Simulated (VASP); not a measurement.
# Te2Mo (P-6m2) in VASP: a series of runs

Te2Mo is run at these levels: PBEsol; tasks: relaxation of cell and atoms, relaxation of the atoms.

All numbers are computed with VASP 6.6.1; they aren't measurements. Logs are shortened: lines on timing, memory, paths and dates and some standing lists are left out, and cuts for length are marked.

## 1. The cell of the first run

It takes space group P-6m2 (No. 187, hexagonal). Conventional cell: a = 3.232 Å, b = 3.232 Å, c = 6.938 Å, α = 90.00°, β = 90.00°, γ = 120.00°. Within 3.4 Å of Te (site symmetry 3m) lie 3 Mo at 2.58 Å and 7 Te at 3.23 to 3.36 Å. Mo (site symmetry -6m2) has 6 Te at 2.58 Å and 6 Mo at 3.23 Å within 3.4 Å.

## 2. Relaxation of cell and atoms, PBEsol, target pressure 25 GPa, at which the enthalpy is minimised

INCAR

```
PREC     = Accurate       # precision mode
ENCUT    = 600            # plane-wave cutoff, eV
EDIFF    = 1E-6           # SCF threshold, eV
ISMEAR   = 0              # smearing method
SIGMA    = 0.02           # smearing width, eV
LREAL    = F              # projectors in reciprocal space
LASPH    = T              # aspherical terms in the spheres
NELM     = 80             # most SCF steps
ALGO     = Normal         # electronic algorithm
ISIF     = 3              # what is computed and relaxed
LWAVE    = F              # write WAVECAR
LCHARG   = F              # write CHGCAR
GGA      = PS             # functional
IBRION   = 2              # ionic algorithm
NSW      = 70             # ionic steps
EDIFFG   = -0.008         # ionic threshold
PSTRESS  = 250.0
```

KPOINTS

```
regular mesh
0
Gamma
  12 12 6
```

POSCAR

```
Te2Mo
1.0
    3.2322735972      0.0000000000      0.0000000000
   -1.6161367986      2.7992310472      0.0000000000
    0.0000000000      0.0000000000      6.9376300665
Te Mo
2 1
Direct
    0.3333333333      0.6666666667      0.7421722473
    0.3333333333      0.6666666667      0.2578277527
    0.0000000000      0.0000000000      0.0000000000
```

Potentials or basis: VASP PAW PBE potentials, release 64 (Te, Mo_sv).

Command:

```bash
cat potpaw_PBE.64/Te/POTCAR potpaw_PBE.64/Mo_sv/POTCAR > POTCAR
mpirun -np 1 vasp_std > vasp.out
```

OUTCAR:

```text
PREC = Accurate
   ENCUT = 600
   EDIFF = 1E-6
   ISMEAR = 0
   LREAL = F
   LASPH = T
   NELM = 80
   ISIF = 3
   GGA = PS
   IBRION = 2
   NSW = 70
   EDIFFG = -0.008
   PSTRESS = 250.0

 ion  position               nearest neighbor table
   1  0.333  0.667  0.742-   3 2.58   3 2.58   3 2.58   2 3.36   2 3.58
   2  0.333  0.667  0.258-   3 2.58   3 2.58   3 2.58   1 3.36   1 3.58
   3  0.000  0.000  0.000-   1 2.58   2 2.58   1 2.58   2 2.58   1 2.58   2 2.58

  LATTYP: Found a hexagonal cell.
 ALAT       =     3.2322735972
 C/A-ratio  =     2.1463622611

  Lattice vectors:

 A1 = (   3.2322735972,   0.0000000000,   0.0000000000)
 A2 = (  -1.6161367986,   2.7992310472,   0.0000000000)
 A3 = (   0.0000000000,   0.0000000000,   6.9376300665)

Analysis of symmetry for initial positions (statically):
=====================================================================
 Subroutine PRICEL returns:
 Original cell was already a primitive cell.

 Routine SETGRP: Setting up the symmetry group for a
 hexagonal supercell.

 Subroutine GETGRP returns: Found 12 space group operations
 (whereof 12 operations were pure point group operations)
 out of a pool of 24 trial point group operations.

The static configuration has the point symmetry D_3h.

Analysis of symmetry for dynamics (positions and initial velocities):
=====================================================================
 Subroutine PRICEL returns:
 Original cell was already a primitive cell.

 Routine SETGRP: Setting up the symmetry group for a
 hexagonal supercell.

 Subroutine GETGRP returns: Found 12 space group operations
 (whereof 12 operations were pure point group operations)
 out of a pool of 24 trial point group operations.

The dynamic configuration has the point symmetry D_3h.

 Subroutine INISYM returns: Found 12 space group operations
 (whereof 12 operations are pure point group operations),
 and found     1 'primitive' translations

----------------------------------------------------------------------------------------

                                     Primitive cell

  volume of cell :      62.7708

  direct lattice vectors                    reciprocal lattice vectors
     3.232273597  0.000000000  0.000000000     0.309379751  0.178620482  0.000000000
    -1.616136799  2.799231047  0.000000000     0.000000000  0.357240965  0.000000000
     0.000000000  0.000000000  6.937630066     0.000000000  0.000000000  0.144141442

  length of vectors
     3.232273597  3.232273597  6.937630066     0.357240965  0.357240965  0.144141442

  position of ions in fractional coordinates (direct lattice)
     0.333333333  0.666666667  0.742172247
     0.333333333  0.666666667  0.257827753
     0.000000000  0.000000000  0.000000000

  ion indices of the primitive-cell ions
   primitive index   ion index
                 1           1
                 2           2
                 3           3

----------------------------------------------------------------------------------------

 KPOINTS: regular mesh

Automatic generation of k-mesh.
 Grid dimensions read from file:
 generate k-points for:   12   12    6

 Generating k-lattice:

  Cartesian coordinates                     Fractional coordinates (reciprocal lattice)
     0.025781646  0.014885040  0.000000000     0.083333333  0.000000000  0.000000000
     0.000000000  0.029770080  0.000000000     0.000000000  0.083333333  0.000000000
     0.000000000  0.000000000  0.024023574     0.000000000  0.000000000  0.166666667

  Length of vectors
     0.029770080  0.029770080  0.024023574

  Shift w.r.t. Gamma in fractional coordinates (k-lattice)
     0.000000000  0.000000000  0.000000000

 Subroutine IBZKPT returns following result:
 ===========================================

 Found     76 irreducible k-points:

 Following reciprocal coordinates:
            Coordinates               Weight
  0.000000  0.000000  0.000000      1.000000
  0.083333 -0.000000  0.000000      6.000000
  0.166667 -0.000000  0.000000      6.000000
  0.250000 -0.000000  0.000000      6.000000
  0.333333 -0.000000  0.000000      6.000000
  0.416667 -0.000000  0.000000      6.000000
[... 16 lines left out ...]
  0.250000 -0.000000  0.166667     12.000000
  0.333333 -0.000000  0.166667     12.000000
 [... further k-points ...]
   k-points           NKPTS =     76   k-points in BZ     NKDIM =     76   number of bands    NBANDS=     17
   number of dos      NEDOS =    301   number of ions     NIONS =      3
   total plane-waves  NPLWV =  43904
   dimension x,y,z NGX =    28 NGY =   28 NGZ =   56
   dimension x,y,z NGXF=    56 NGYF=   56 NGZF=  112
   ions per type =               2   1
   NGX,Y,Z   is equivalent  to a cutoff of  14.40, 14.40, 13.42 a.u.
   NGXF,Y,Z  is equivalent  to a cutoff of  28.80, 28.80, 26.84 a.u.
 SYSTEM =  unknown system
   PREC   = accura    normal or accurate (medium, high low for compatibility)
   ISTART =      0    job   : 0-new  1-cont  2-samecut
   ICHARG =      2    charge: 1-file 2-atom 10-const
   ISPIN  =      1    spin polarized calculation?
   LNONCOLLINEAR =      F non collinear calculations
   LSORBIT =      F    spin-orbit coupling
   LASPH  =      T    aspherical Exc in radial PAW
   ENCUT  =  600.0 eV  44.10 Ry    6.64 a.u.   6.46  6.46 13.86*2*pi/ulx,y,z
   NELM   =     80;   NELMIN=  2; NELMDL= -5     # of ELM steps
   EDIFF  = 0.1E-05   stopping-criterion for ELM
   LREAL  =      F    real-space projection
   EDIFFG = -.8E-02   stopping-criterion for IOM
   NSW    =     70    number of steps for IOM
   IBRION =      2    ionic relax: 0-MD 1-quasi-New 2-CG
   NFREE  =      1    steps in history (QN), initial steepest desc. (CG)
   ISIF   =      3    stress and relaxation
   ISYM   =      2    0-nonsym 1-usesym 2-fastsym
   POTIM  = 0.5000    time-step for ionic-motion
   TEBEG  =    0.0;   TEEND  =   0.0 temperature during run
   PSTRESS=  250.0 pullay stress
   NELECT =      26.0000    total number of electrons
   NUPDOWN=      -1.0000    fix difference up-down
   EMIN   =  10.00;   EMAX   =-10.00  energy-range for DOS
   EFERMI =   0.00;   METHOD = LEGACY
   ISMEAR =     0;   SIGMA  =   0.02  broadening in eV -4-tet -1-fermi 0-gaus
   EFERMI_NEDOS =   21; number of points for ismear=-14 and -15
   IALGO  =     38    algorithm
   IMIX   =      4    mixing-type and parameters
     AMIX     =   0.40;   BMIX     =  1.00
     AMIX_MAG =   1.60;   BMIX_MAG =  1.00
  volume/ion in A,a.u.               =      20.92       141.20
  Fermi-wavevector in a.u.,A,eV,Ry     =   1.220337  2.306103 20.262116  1.489224
  Thomas-Fermi vector in A             =   2.355558
   LORBIT       =      0    0 simple, 1 ext, 2 COOP (PROOUT), +10 PAW based schemes
   GGA     = PS    functional components
   LHFCALC =     F    Hartree Fock is set to
   AEXX    =    0.0000 exact exchange contribution
   IVDW    =     0    specifies the selected vdW correction
   LEPSILON=     F    determine dielectric tensor
   LRPA    =     F    only Hartree local field effects (RPA)
 conjugate gradient relaxation of ions
 non-spin polarized calculation
 Gauss-broadening in eV      SIGMA  =   0.02
  energy-cutoff  :      600.00
  volume of cell :       62.77
 maximum number of plane-waves:      2122
 NGX is ok and might be reduce to    28
   NGX = 13   NGY = 13   NGZ = 27

--------------------------------------- Ionic step        1  -------------------------------------------

 number of electron      25.9999998 magnetization

 Free energy of the ion-electron system (eV)
  ---------------------------------------------------
  ext. energy  EPLUGINS =         0.00000000
  ---------------------------------------------------
  free energy    TOTEN  =       -18.57429903 eV

  energy without entropy =      -18.57429903  energy(sigma->0) =      -18.57429903

------------------------ aborting loop because EDIFF is reached ----------------------------------------

  FORCE on cell =-STRESS in cart. coord.  units (eV):
  Direction    XX          YY          ZZ          XY          YZ          ZX
  --------------------------------------------------------------------------------------
  -------------------------------------------------------------------------------------
  Total       10.0044076     10.0044076     11.7538038      0.0000000     -0.0000000      0.0000000
  in kB      255.3547616    255.3547616    300.0067453      0.0000000     -0.0000000      0.0000000
  external PRESSURE =      20.2387562 kB  Pullay stress =     250.0000000 kB
[... 96 lines left out ...]
  FREE ENERGIE OF THE ION-ELECTRON SYSTEM (eV)
  ---------------------------------------------------
  free  energy   TOTEN  =       -18.7708793842 eV

  energy  without entropy=      -18.7707420408  energy(sigma->0) =      -18.77081071

  enthalpy is  TOTEN    =        -8.8262035787 eV   P V=        9.9446758055

[... ionic steps 4 to 14 ...]

--------------------------------------- Ionic step       15  -------------------------------------------

 number of electron      25.9999999 magnetization

------------------------ aborting loop because EDIFF is reached ----------------------------------------

  FORCE on cell =-STRESS in cart. coord.  units (eV):
  Direction    XX          YY          ZZ          XY          YZ          ZX
  --------------------------------------------------------------------------------------
  -------------------------------------------------------------------------------------
  Total        9.5568104      9.5568104      9.5912772     -0.0000000     -0.0000000      0.0000000
  in kB      249.6067077    249.6067077    250.5069199     -0.0000000     -0.0000000      0.0000000
  external PRESSURE =      -0.0932216 kB  Pullay stress =     250.0000000 kB
[... 63 lines left out ...]
  enthalpy is  TOTEN    =        -8.8753937447 eV   P V=        9.5731737597

--------------------------------------- Ionic step       17  -------------------------------------------

 number of electron      25.9999999 magnetization

 Free energy of the ion-electron system (eV)
  ---------------------------------------------------
  ext. energy  EPLUGINS =         0.00000000
  ---------------------------------------------------
  free energy    TOTEN  =       -18.44902875 eV

  energy without entropy =      -18.44889006  energy(sigma->0) =      -18.44895941

 E-fermi :  11.3161     XC(G=0): -11.5639

 val. band max:       11.3071572294   @ k =   0.4167  -0.0000   0.3333
 cond. band min:      11.3355445142   @ k =   0.3333   0.3333   0.5000
 fundamental gap:      0.0283872848
 Fermi energy:        11.3160827417

 k-point     1 :       0.0000    0.0000    0.0000
  band No.  band energies     occupation
      1     -49.4604      2.00000
      2     -23.9134      2.00000
      3     -23.4135      2.00000
      4     -23.4135      2.00000
      5      -3.6642      2.00000
      6      -2.1184      2.00000
[... 9 lines left out ...]
     16      15.5512      0.00000
     17      15.5512      0.00000
[... 443 lines left out ...]
      1     -49.4322      2.00000
      2     -23.8503      2.00000
      3     -23.6901      2.00000
      4     -23.4772      2.00000
      5      -1.5878      2.00000
      6      -0.7234      2.00000
[... 9 lines left out ...]
     16      14.5016      0.00000
     17      15.3870      0.00000

 [... further k-points ...]

------------------------ aborting loop because EDIFF is reached ----------------------------------------

  FORCE on cell =-STRESS in cart. coord.  units (eV):
  Direction    XX          YY          ZZ          XY          YZ          ZX
  --------------------------------------------------------------------------------------
  -------------------------------------------------------------------------------------
  Total        9.5740647      9.5740647      9.5908957      0.0000000      0.0000000      0.0000000
  in kB      250.0112318    250.0112318    250.4507474      0.0000000      0.0000000      0.0000000
  external PRESSURE =       0.1577370 kB  Pullay stress =     250.0000000 kB
[... 18 lines left out ...]
  FREE ENERGIE OF THE ION-ELECTRON SYSTEM (eV)
  ---------------------------------------------------
  free  energy   TOTEN  =       -18.4490287545 eV

  energy  without entropy=      -18.4488900622  energy(sigma->0) =      -18.44895941

  enthalpy is  TOTEN    =        -8.8753941748 eV   P V=        9.5736345797

 reached required accuracy - stopping structural energy minimisation
```

It took 20 min on 1 thread of AMD EPYC 7R13, shared host; peak memory 0.29 GiB.

What came out:

```yaml
Free_energy: -18.4490 eV
Relaxed_volume: 20.45 Å³/atom
Relaxed_cell: a = 3.192 Å, b = 3.192 Å, c = 6.954 Å, α = 90.00°, β = 90.00°, γ = 120.00°
Space_group_after_relaxing_to_0.1_Å: P-6m2 (No. 187)
Energy_change_on_relaxing_the_run_minimises_the_enthalpy: +41.8 meV/atom
Ionic_steps: 17
Pressure_after_relaxing: 25.0 GPa
Band_gap_on_the_k_mesh: zero (bands 13 and 14 overlap by 0.32 eV)
```

Forces in eV/Å, atoms in the order of the input:
```
Te   0.000  0.000 -0.003
Te   0.000  0.000  0.003
Mo   0.000  0.000  0.000
```

The path:
```tsv
step	energy change (eV)	largest force (eV/Å)	pressure (GPa)	volume (Å³)
1	0.0000	1.3302	27.02	62.77
2	-0.3283	0.6918	13.72	65.19
3	-0.1966	0.3980	21.19	63.73
4	0.2016	0.0575	26.06	60.89
5	0.1373	0.1048	25.31	61.29
6	0.1223	0.0590	24.69	61.37
7	0.1236	0.0421	24.75	61.37
8	0.1596	0.0346	25.73	61.14
9	0.1361	0.0152	25.10	61.29
10	0.1280	0.0128	25.00	61.34
11	0.1272	0.0128	25.02	61.34
12	0.1258	0.0119	24.99	61.35
13	0.1261	0.0123	24.99	61.35
14	0.1267	0.0120	24.96	61.35
15	0.1270	0.0126	24.99	61.34
16	0.1257	0.0014	25.02	61.35
17	0.1253	0.0029	25.02	61.35
```

Final structure:
```yaml
crystal:
  lattice:
    - [3.19176, 0.00000, 0.00000]
    - [-1.59588, 2.76414, 0.00000]
    - [0.00000, 0.00000, 6.95436]
  atoms:
    - { symbol: Te, position: [0.33333, 0.66667, 0.73153] }
    - { symbol: Te, position: [0.33333, 0.66667, 0.26847] }
    - { symbol: Mo, position: [0.00000, 0.00000, 0.00000] }
```

Levels at points of the mesh, in eV from the Fermi level:
```
           k point  band 9  band 10  band 11  band 12  band 13  band 14  band 15  band 16  band 17
(0.00, 0.00, 0.00)   -1.85    -1.85    -1.52    -0.85    -0.85     3.96     3.96     4.24     4.24
(0.50, 0.00, 0.00)   -5.10    -2.67    -2.25    -1.84    -0.28     0.51     1.91     3.90     4.16
(0.00, 0.00, 0.50)   -1.82    -1.82    -1.10    -0.89    -0.89     3.69     3.69     4.58     4.58
(0.50, 0.00, 0.50)   -4.26    -3.93    -2.80    -0.72     0.19     1.88     1.90     1.94     3.30
```

Caveat: the cell is relaxed towards a set pressure, so the run minimises the enthalpy, not the energy; the PAW data sets were made with another functional, which shifts forces and pressure a little; spin-orbit coupling is left out, which moves the levels of the heavy elements.

## 3. Relaxation of the atoms, PBEsol (strain along c alone, the other axes held: -3.0 %)

INCAR

```
PREC     = Accurate       # precision mode
ENCUT    = 520            # plane-wave cutoff, eV
EDIFF    = 1E-7           # SCF threshold, eV
ISMEAR   = 0              # smearing method
SIGMA    = 0.02           # smearing width, eV
LREAL    = F              # projectors in reciprocal space
LASPH    = T              # aspherical terms in the spheres
NELM     = 100            # most SCF steps
ALGO     = Normal         # electronic algorithm
ISIF     = 2              # what is computed and relaxed
LWAVE    = F              # write WAVECAR
LCHARG   = F              # write CHGCAR
GGA      = PS             # functional
IBRION   = 2              # ionic algorithm
NSW      = 60             # ionic steps
EDIFFG   = -0.008         # ionic threshold
```

KPOINTS

```
Automatic mesh
0
Gamma
  12 12 2
```

POSCAR

```
Te2Mo
1.0
    3.4910750445      0.0000000000      0.0000000000
   -1.7455375222      3.0233596750      0.0000000000
    0.0000000000      0.0000000000     17.0006311357
Te Mo
2 1
Direct
    0.3333333333      0.6666666667      0.8955385598
    0.3333333333      0.6666666667      0.1044614402
    0.0000000000      0.0000000000      0.0000000000
```

Potentials or basis: VASP PAW PBE potentials, release 64 (Te, Mo_sv).

Command:

```bash
cat potpaw_PBE.64/Te/POTCAR potpaw_PBE.64/Mo_sv/POTCAR > POTCAR
mpirun -np 1 vasp_std > vasp.out
```

It took 5.2 min on 1 thread of Oxide Virtual Turin-like, shared host; peak memory 0.36 GiB.

Results (log left out):

```yaml
Free_energy: -19.6146 eV
Energy_gained_by_relaxing: 4.2 meV/atom
Ionic_steps: 3
Largest_force_after_relaxing: 0.004 eV/Å
Band_gap_on_the_k_mesh: 1.20 eV
```

Forces on the atoms (eV/Å):
```
Te   0.000  0.000  0.004
Te   0.000  0.000 -0.004
Mo   0.000  0.000  0.000
```

Step by step:
```
step  energy change (eV)  largest force (eV/Å)  pressure (GPa)
   1              0.0000                0.4355            0.81
   2             -0.0116                0.1230            0.23
   3             -0.0127                0.0038           -0.01
```

Final structure:
```cif
data_structure
_symmetry_space_group_name_H-M 'P 1'
_symmetry_Int_Tables_number 1
_cell_length_a 3.4911
_cell_length_b 3.4911
_cell_length_c 17.0006
_cell_angle_alpha 90.000
_cell_angle_beta 90.000
_cell_angle_gamma 120.000
_cell_volume 179.44
loop_
_atom_site_label
_atom_site_type_symbol
_atom_site_fract_x
_atom_site_fract_y
_atom_site_fract_z
_atom_site_occupancy
Te1 Te 0.33333 0.66667 0.89378 1
Te2 Te 0.33333 0.66667 0.10622 1
Mo1 Mo 0.00000 0.00000 0.00000 1
```

Levels at points of the mesh, in eV from the valence-band top:
```csv
k point,band 10,band 11,band 12,band 13,band 14,band 15,band 16,band 17
"(0.00, 0.00, 0.00)",-1.63,-0.82,-0.82,-0.57,3.28,3.28,3.58,3.58
"(0.50, 0.00, 0.00)",-2.30,-1.69,-0.78,-0.19,1.54,1.84,3.37,3.83
"(0.00, 0.00, 0.50)",-1.63,-0.82,-0.82,-0.57,3.28,3.28,3.58,3.58
"(0.50, 0.00, 0.50)",-2.30,-1.69,-0.78,-0.19,1.54,1.84,3.37,3.83
```

Caveat: the cell differs from its parent crystal (strain along c alone, the other axes held: -3.0 %); there is no dipole correction, which matters where the two faces differ; the PAW data sets were made with another functional, which shifts forces and pressure a little; spin-orbit coupling is left out, which moves the levels of the heavy elements.

The gap in the log of VASP goes by the Fermi energy; the results here count the filled bands.